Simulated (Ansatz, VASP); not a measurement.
## One calculation of GaAs, two programs

```
Ga As
1.0
     0.00000    2.93139    2.93139
     2.93139    0.00000    2.93139
     2.93139    2.93139    0.00000
Ga As
1 1
Direct
  0.00000 0.00000 0.00000
  0.25000 0.25000 0.25000
```

Change from the starting cell: hydrostatic strain +3.5%.

Alike in both runs: task single point; functional PBE; k mesh 8 × 8 × 8; occupations fermi-dirac, width 0.02 eV; no spin polarisation.

```csv
,VASP,Ansatz
version,VASP 6.6.1,Ansatz 0.2.0
potentials or method,"VASP PAW PBE potentials, release 64 (Ga_d, As)","plane waves, PAW"
plane-wave cutoff (eV),520,420
valence electrons in the cell,18,28
```

VASP gave:

| Property | Result |
| --- | --- |
| pressure (GPa) | -3.0 |

What did Ansatz give for the same quantities?

Pressure (GPa): -3.1.

VASP's potentials hold 18 valence electrons a cell and Ansatz's 28, so a difference there can come from the potentials and not from the codes.
